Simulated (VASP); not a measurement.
# Ga (C2/c) in VASP: further runs

The runs below take Ga through single point, with PBEsol.

All numbers are computed with VASP 6.6.1; they aren't measurements. Logs are shortened: lines on timing, memory, paths and dates and some standing lists are left out, and cuts for length are marked.

### 1 The cell of the first run

It takes space group C2/c (No. 15, monoclinic). Conventional cell: a = 2.766 Å, b = 8.053 Å, c = 3.332 Å, α = 90.00°, β = 92.02°, γ = 90.00°. Within 3.5 Å of Ga (site symmetry 2) lie 10 Ga at 2.69 to 3.33 Å.

### 2 Single point, PBEsol

Contents of INCAR:

```
ALGO = Fast
EDIFF = 1E-6
ENCUT = 520
GGA = PS
ISIF = 2
ISMEAR = 0
LASPH = T
LCHARG = F
LREAL = F
LWAVE = F
NBANDS = 20
NELM = 60
PREC = Accurate
SIGMA = 0.1
```

Contents of KPOINTS:

```
k-points
0
Gamma
  16 16 12
```

Contents of POSCAR:

```
Ga
1.0
    1.3830000000     -4.0265000000      0.0000000000
    1.3830000000      4.0265000000      0.0000000000
   -0.1174500000      0.0000000000      3.3299300000
Ga
2
Direct
    0.8690000000      0.1310000000      0.2500000000
    0.1310000000      0.8690000000      0.7500000000
```

Potentials or basis: VASP PAW PBE potentials, release 64 (Ga_d).

On the command line:

```bash
$ cat potpaw_PBE.64/Ga_d/POTCAR > POTCAR
$ mpirun -np 1 vasp_std > vasp.out
```

OUTCAR:

```text
EDIFF = 1E-6
   ENCUT = 520
   GGA = PS
   ISIF = 2
   ISMEAR = 0
   LASPH = T
   LREAL = F
   NELM = 60
   PREC = Accurate

 ion  position               nearest neighbor table
   1  0.869  0.131  0.250-   2 2.69   2 2.69   2 2.86   2 2.86   2 2.92   2 2.92
   2  0.131  0.869  0.750-   1 2.69   1 2.69   1 2.86   1 2.86   1 2.92   1 2.92

  LATTYP: Found a base centered monoclinic cell.
 ALAT       =     2.7660000000
 B/A-ratio  =     2.9114244396
 C/A-ratio  =     1.2046278548
 COS(beta)  =    -0.0352490928

  Lattice vectors:

 A1 = (   1.3830000000,  -4.0265000000,   0.0000000000)
 A2 = (   1.3830000000,   4.0265000000,   0.0000000000)
 A3 = (  -0.1174500000,   0.0000000000,   3.3299300000)

Analysis of symmetry for initial positions (statically):
=====================================================================
 Subroutine PRICEL returns:
 Original cell was already a primitive cell.

 Routine SETGRP: Setting up the symmetry group for a
 base centered monoclinic supercell.

 Subroutine GETGRP returns: Found  4 space group operations
 (whereof  2 operations were pure point group operations)
 out of a pool of  4 trial point group operations.

The static configuration has the point symmetry S_2 .
 The point group associated with its full space group is C_2h.

Analysis of symmetry for dynamics (positions and initial velocities):
=====================================================================
 Subroutine PRICEL returns:
 Original cell was already a primitive cell.

 Routine SETGRP: Setting up the symmetry group for a
 base centered monoclinic supercell.

 Subroutine GETGRP returns: Found  4 space group operations
 (whereof  2 operations were pure point group operations)
 out of a pool of  4 trial point group operations.

The dynamic configuration has the point symmetry S_2 .
 The point group associated with its full space group is C_2h.

 Subroutine INISYM returns: Found  4 space group operations
 (whereof  2 operations are pure point group operations),
 and found     1 'primitive' translations

----------------------------------------------------------------------------------------

                                     Primitive cell

  volume of cell :      37.0864

  direct lattice vectors                    reciprocal lattice vectors
     1.383000000 -4.026500000  0.000000000     0.361532899 -0.124177325  0.012751631
     1.383000000  4.026500000  0.000000000     0.361532899  0.124177325  0.012751631
    -0.117450000  0.000000000  3.329930000     0.000000000  0.000000000  0.300306613

  length of vectors
     4.257392541  4.257392541  3.332000646     0.382476992  0.382476992  0.300306613

  position of ions in fractional coordinates (direct lattice)
     0.869000000  0.131000000  0.250000000
     0.131000000  0.869000000  0.750000000

  ion indices of the primitive-cell ions
   primitive index   ion index
                 1           1
                 2           2

----------------------------------------------------------------------------------------

 KPOINTS: k-points

Automatic generation of k-mesh.
 Grid dimensions read from file:
 generate k-points for:   16   16   12

 Generating k-lattice:

  Cartesian coordinates                     Fractional coordinates (reciprocal lattice)
     0.022595806 -0.007761083  0.000796977     0.062500000  0.000000000 -0.000000000
     0.022595806  0.007761083  0.000796977     0.000000000  0.062500000 -0.000000000
     0.000000000  0.000000000  0.025025551     0.000000000  0.000000000  0.083333333

  Length of vectors
     0.023904812  0.023904812  0.025025551

  Shift w.r.t. Gamma in fractional coordinates (k-lattice)
     0.000000000  0.000000000  0.000000000

 Subroutine IBZKPT returns following result:
 ===========================================

 Found    826 irreducible k-points:

 Following reciprocal coordinates:
            Coordinates               Weight
  0.000000  0.000000  0.000000      1.000000
  0.062500 -0.000000  0.000000      4.000000
  0.125000 -0.000000  0.000000      4.000000
  0.187500  0.000000  0.000000      4.000000
  0.250000 -0.000000  0.000000      4.000000
  0.312500  0.000000 -0.000000      4.000000
[... 16 lines left out ...]
 -0.125000  0.062500  0.000000      4.000000
 -0.062500  0.062500  0.000000      2.000000
 [... further k-points ...]
   k-points           NKPTS =    826   k-points in BZ     NKDIM =    826   number of bands    NBANDS=     20
   number of dos      NEDOS =    301   number of ions     NIONS =      2
   total plane-waves  NPLWV =  28672
   dimension x,y,z NGX =    32 NGY =   32 NGZ =   28
   dimension x,y,z NGXF=    64 NGYF=   64 NGZF=   56
   ions per type =               2
   NGX,Y,Z   is equivalent  to a cutoff of  12.50, 12.50, 13.97 a.u.
   NGXF,Y,Z  is equivalent  to a cutoff of  24.99, 24.99, 27.94 a.u.
 SYSTEM =  unknown system
   PREC   = accura    normal or accurate (medium, high low for compatibility)
   ISTART =      0    job   : 0-new  1-cont  2-samecut
   ICHARG =      2    charge: 1-file 2-atom 10-const
   ISPIN  =      1    spin polarized calculation?
   LNONCOLLINEAR =      F non collinear calculations
   LSORBIT =      F    spin-orbit coupling
   LASPH  =      T    aspherical Exc in radial PAW
   ENCUT  =  520.0 eV  38.22 Ry    6.18 a.u.   7.92  7.92  6.20*2*pi/ulx,y,z
   NELM   =     60;   NELMIN=  2; NELMDL= -5     # of ELM steps
   EDIFF  = 0.1E-05   stopping-criterion for ELM
   LREAL  =      F    real-space projection
   EDIFFG = 0.1E-04   stopping-criterion for IOM
   NSW    =      0    number of steps for IOM
   IBRION =     -1    ionic relax: 0-MD 1-quasi-New 2-CG
   NFREE  =      0    steps in history (QN), initial steepest desc. (CG)
   ISIF   =      2    stress and relaxation
   ISYM   =      2    0-nonsym 1-usesym 2-fastsym
   POTIM  = 0.5000    time-step for ionic-motion
   TEBEG  =    0.0;   TEEND  =   0.0 temperature during run
   PSTRESS=    0.0 pullay stress
   NELECT =      26.0000    total number of electrons
   NUPDOWN=      -1.0000    fix difference up-down
   EMIN   =  10.00;   EMAX   =-10.00  energy-range for DOS
   EFERMI =   0.00;   METHOD = LEGACY
   ISMEAR =     0;   SIGMA  =   0.10  broadening in eV -4-tet -1-fermi 0-gaus
   EFERMI_NEDOS =   21; number of points for ismear=-14 and -15
   IALGO  =     68    algorithm
   IMIX   =      4    mixing-type and parameters
     AMIX     =   0.40;   BMIX     =  1.00
     AMIX_MAG =   1.60;   BMIX_MAG =  1.00
  volume/ion in A,a.u.               =      18.54       125.14
  Fermi-wavevector in a.u.,A,eV,Ry     =   1.454323  2.748272 28.777086  2.115056
  Thomas-Fermi vector in A             =   2.571487
   LORBIT       =      0    0 simple, 1 ext, 2 COOP (PROOUT), +10 PAW based schemes
   GGA     = PS    functional components
   LHFCALC =     F    Hartree Fock is set to
   AEXX    =    0.0000 exact exchange contribution
   IVDW    =     0    specifies the selected vdW correction
   LEPSILON=     F    determine dielectric tensor
   LRPA    =     F    only Hartree local field effects (RPA)
 non-spin polarized calculation
 RMM-DIIS sequential band-by-band and
 Gauss-broadening in eV      SIGMA  =   0.10
  energy-cutoff  :      520.00
  volume of cell :       37.09
 maximum number of plane-waves:      1016
   NGX = 15   NGY = 15   NGZ = 13

 number of electron      26.0000006 magnetization

 Free energy of the ion-electron system (eV)
  ---------------------------------------------------
  ext. energy  EPLUGINS =         0.00000000
  ---------------------------------------------------
  free energy    TOTEN  =        -6.67447763 eV

  energy without entropy =       -6.67082774  energy(sigma->0) =       -6.67265269

 E-fermi :   5.5509     XC(G=0): -11.1974

 val. band max:        5.5484033042   @ k =  -0.3125  -0.3125   0.3333
 cond. band min:       5.5527434634   @ k =   0.5000  -0.0000   0.0833
 fundamental gap:      0.0043401593
 Fermi energy:         5.5508861789

 k-point     1 :       0.0000    0.0000    0.0000
  band No.  band energies     occupation
      1      -9.5979      2.00000
      2      -9.5881      2.00000
      3      -9.5517      2.00000
      4      -9.5289      2.00000
      5      -9.2509      2.00000
      6      -9.2507      2.00000
[... 12 lines left out ...]
     19      16.2088      0.00000
     20      18.5988      0.00000

 k-point     2 :       0.0625   -0.0000    0.0000
  band No.  band energies     occupation
      1      -9.5947      2.00000
      2      -9.5814      2.00000
      3      -9.5431      2.00000
      4      -9.5135      2.00000
      5      -9.2584      2.00000
      6      -9.2576      2.00000
[... 12 lines left out ...]
     19      16.4854      0.00000
     20      19.2208      0.00000

 k-point     3 :       0.1250   -0.0000    0.0000
  band No.  band energies     occupation
      1      -9.5856      2.00000
      2      -9.5643      2.00000
      3      -9.5187      2.00000
      4      -9.4693      2.00000
      5      -9.2805      2.00000
      6      -9.2777      2.00000
[... 12 lines left out ...]
     19      16.6200      0.00000
     20      19.7057      0.00000

 k-point     4 :       0.1875    0.0000    0.0000
  band No.  band energies     occupation
      1      -9.5722      2.00000
      2      -9.5424      2.00000
      3      -9.4816      2.00000
      4      -9.4094      2.00000
      5      -9.3116      2.00000
      6      -9.3060      2.00000
[... 12 lines left out ...]
     19      16.7414      0.00000
     20      20.3956      0.00000

 k-point     5 :       0.2500   -0.0000    0.0000
  band No.  band energies     occupation
      1      -9.5572      2.00000
      2      -9.5196      2.00000
      3      -9.4434      2.00000
      4      -9.3863      2.00000
      5      -9.3491      2.00000
      6      -9.2927      2.00000
[... 12 lines left out ...]
     19      16.8958      0.00000
     20      20.2628      0.00000

 k-point     6 :       0.3125    0.0000   -0.0000
  band No.  band energies     occupation
      1      -9.5434      2.00000
      2      -9.5012      2.00000
      3      -9.4264      2.00000
      4      -9.4038      2.00000
      5      -9.3878      2.00000
      6      -9.2906      2.00000
[... 12 lines left out ...]
     19      17.0238      0.00000
     20      18.8332      0.00000

 k-point     7 :       0.3750    0.0000    0.0000
  band No.  band energies     occupation
      1      -9.5327      2.00000
      2      -9.4991      2.00000
      3      -9.4340      2.00000
      4      -9.4210      2.00000
      5      -9.4047      2.00000
      6      -9.2984      2.00000
[... 12 lines left out ...]
     19      16.6793      0.00000
     20      17.8952      0.00000
[... 277 lines left out ...]
 k-point    20 :      -0.3125    0.0625    0.0000
  band No.  band energies     occupation
      1      -9.5414      2.00000
      2      -9.5089      2.00000
      3      -9.4535      2.00000
      4      -9.3902      2.00000
      5      -9.3626      2.00000
      6      -9.2835      2.00000
[... 12 lines left out ...]
     19      16.2664      0.00000
     20      19.8269      0.00000

 k-point    21 :      -0.2500    0.0625    0.0000
  band No.  band energies     occupation
      1      -9.5576      2.00000
      2      -9.5330      2.00000
      3      -9.4952      2.00000
      4      -9.3937      2.00000
      5      -9.3243      2.00000
      6      -9.3189      2.00000
[... 12 lines left out ...]
     19      16.1524      0.00000
     20      21.2338      0.00000

 k-point    22 :      -0.1875    0.0625    0.0000
  band No.  band energies     occupation
      1      -9.5736      2.00000
      2      -9.5608      2.00000
      3      -9.5301      2.00000
      4      -9.4499      2.00000
      5      -9.2974      2.00000
      6      -9.2889      2.00000
[... 12 lines left out ...]
     19      16.1360      0.00000
     20      20.6452      0.00000

 k-point    23 :      -0.1250    0.0625    0.0000
  band No.  band energies     occupation
      1      -9.5863      2.00000
      2      -9.5833      2.00000
      3      -9.5509      2.00000
      4      -9.4957      2.00000
      5      -9.2739      2.00000
      6      -9.2652      2.00000
[... 12 lines left out ...]
     19      16.2106      0.00000
     20      19.1594      0.00000

 k-point    24 :      -0.0625    0.0625    0.0000
  band No.  band energies     occupation
      1      -9.5936      2.00000
      2      -9.5898      2.00000
      3      -9.5575      2.00000
      4      -9.5174      2.00000
      5      -9.2606      2.00000
      6      -9.2547      2.00000
[... 12 lines left out ...]
     19      16.2635      0.00000
     20      18.1101      0.00000

 [... further k-points ...]

------------------------ aborting loop because EDIFF is reached ----------------------------------------

  FORCE on cell =-STRESS in cart. coord.  units (eV):
  Direction    XX          YY          ZZ          XY          YZ          ZX
  --------------------------------------------------------------------------------------
  -------------------------------------------------------------------------------------
  Total       -0.5290228     -0.4729304     -0.4202806      0.0000000      0.0000000     -0.0268272
  in kB      -22.8544088    -20.4311503    -18.1566178      0.0000000      0.0000000     -1.1589682
  external PRESSURE =     -20.4807256 kB  Pullay stress =       0.0000000 kB

 VOLUME and BASIS-vectors are now :
 -----------------------------------------------------------------------------
  energy-cutoff  :      520.00
  volume of cell :       37.09
      direct lattice vectors                 reciprocal lattice vectors
     1.383000000 -4.026500000  0.000000000     0.361532899 -0.124177325  0.012751631
     1.383000000  4.026500000  0.000000000     0.361532899  0.124177325  0.012751631
    -0.117450000  0.000000000  3.329930000     0.000000000  0.000000000  0.300306613

 POSITION                                       TOTAL-FORCE (eV/Angst)
 -----------------------------------------------------------------------------------
      1.35364     -2.97156      0.83248        -0.000000      0.187770      0.000000
      1.29491      2.97156      2.49745         0.000000     -0.187770     -0.000000
 -----------------------------------------------------------------------------------
    total drift:                                0.000000      0.000000     -0.000000

  FREE ENERGIE OF THE ION-ELECTRON SYSTEM (eV)
  ---------------------------------------------------
  free  energy   TOTEN  =        -6.6744776319 eV

  energy  without entropy=       -6.6708277428  energy(sigma->0) =       -6.67265269
```

Wall time 9.9 min (1 thread of AMD EPYC 7R13 (Zen 3), shared host); peak memory 0.52 GiB.

What came out:

```
Free energy            : -6.6745 eV
Pressure               : -2.0 GPa
Largest force          : 0.188 eV/Å
Band gap on the k mesh : zero (bands 13 and 14 overlap by 8.65 eV)
```

Forces in eV/Å, atoms in the order of the input:
```
Ga   0.000  0.188  0.000
Ga   0.000 -0.188  0.000
```

Levels at points of the mesh, in eV from the Fermi level:
```tsv
k point	band 11	band 12	band 13	band 14	band 15	band 16
(0.00, 0.00, 0.00)	-11.29	-2.15	-1.68	1.57	5.37	9.63
(0.50, 0.00, 0.00)	-6.11	-5.08	-1.40	-0.06	5.72	6.53
(0.50, 0.50, 0.00)	-9.16	-8.66	3.94	4.52	5.76	5.99
(0.00, 0.00, 0.50)	-7.84	-7.84	1.64	1.64	2.38	2.38
(0.50, 0.00, 0.50)	-2.92	-2.91	-1.70	-1.56	1.69	2.23
(0.50, 0.50, 0.50)	-6.06	-6.06	-4.46	-4.46	10.79	10.79
```

Caveat: the PAW data sets were made with another functional, which shifts forces and pressure a little.

[end of part 1 of 2]
